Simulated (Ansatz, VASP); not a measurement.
SnS4 in VASP and in Ansatz

INCAR

```
SYSTEM = SnS4
ALGO = Normal
EDIFF = 1E-6
ENCUT = 520
GGA = PE
ISIF = 2
ISMEAR = 0
LASPH = .True.
LCHARG = .False.
LREAL = .False.
LWAVE = .False.
NBANDS = 49
NELM = 80
PREC = Accurate
SIGMA = 0.1
```

Contents of KPOINTS:

```
k-points
0
Gamma
  4 4 2
  0 0 0
```

Contents of POSCAR:

```
SnS4
1.0
    4.8818066368      0.0000000000      0.0000000000
   -0.0146865752      4.8866656380      0.0000000000
   -1.8270033254     -0.0711554160     11.3184816268
Sn S
2 8
Direct
    0.6300552064      0.8028444648      0.2699518372
    0.8615800220      0.4384584108      0.7561276077
    0.9367640619      0.4167026212      0.9951607901
    0.9016119944      0.4945145535      0.5010601475
    0.3758469732      0.9485115533      0.9553987670
    0.3778254995      0.9712234691      0.4746818959
    0.3465121069      0.3382216782      0.0045527569
    0.2959537645      0.5741677082      0.5019885000
    0.1392132571      0.0604642589      0.2760107163
    0.1346371143      0.9548912821      0.7650669813
```

Input for Ansatz:

```yaml
crystal:
  lattice:
    - [4.8818066368, 0.0, 0.0]
    - [-0.0146865752, 4.886665638, 0.0]
    - [-1.8270033254, -0.071155416, 11.3184816268]
  atoms:
    - { symbol: Sn, position: [0.6300552064, 0.8028444648, 0.2699518372] }
    - { symbol: Sn, position: [0.861580022, 0.4384584108, 0.7561276077] }
    - { symbol: S, position: [0.9367640619, 0.4167026212, 0.9951607901] }
    - { symbol: S, position: [0.9016119944, 0.4945145535, 0.5010601475] }
    - { symbol: S, position: [0.3758469732, 0.9485115533, 0.955398767] }
    - { symbol: S, position: [0.3778254995, 0.9712234691, 0.4746818959] }
    - { symbol: S, position: [0.3465121069, 0.3382216782, 0.0045527569] }
    - { symbol: S, position: [0.2959537645, 0.5741677082, 0.5019885] }
    - { symbol: S, position: [0.1392132571, 0.0604642589, 0.2760107163] }
    - { symbol: S, position: [0.1346371143, 0.9548912821, 0.7650669813] }
basis:
  ecutwfc: 420
kpoints:
  mp_grid: { grid: [4, 4, 2] }
hamiltonian:
  xc: pbe
scf:
  occupations: { method: gaussian, width: 0.1 }
  lower_state_search: "off"
output:
  forces: true
  stress: true
  eigenvalues: true
```

Change from the starting cell: the structure that the rattled cell fell into.

Alike in both runs: task single point; functional PBE; k mesh 4 × 4 × 2; occupations gaussian, width 0.1 eV; no spin polarisation.

|  | VASP | Ansatz |
| --- | --- | --- |
| version | VASP 6.6.1 | Ansatz 0.2.0 |
| potentials or method | VASP PAW PBE potentials, release 64 (Sn_d, S), cutoff 520 eV | scalar-relativistic, plane waves, PAW |
| valence electrons in the cell | 76 | 76 |

VASP gave:

- gap on the k mesh at the Fermi level (eV): 0.50
- least direct gap on the mesh (eV): 0.78
- pressure (GPa): 0.3
- traceless stress, the component that is largest in VASP (GPa): -3.19
- rms of the force components (eV/Å): 0.476

Task: Which values does Ansatz return?

Result: gap on the k mesh at the Fermi level (eV): 0.50; least direct gap on the mesh (eV): 0.77; pressure (GPa): 0.6; traceless stress, the component that is largest in VASP (GPa): -3.32; rms of the force components (eV/Å): 0.499.

Atom by atom the forces differ by 0.069 eV/Å (rms over components). With one functional, cell and mesh, what is left measures potentials, basis and numerics.
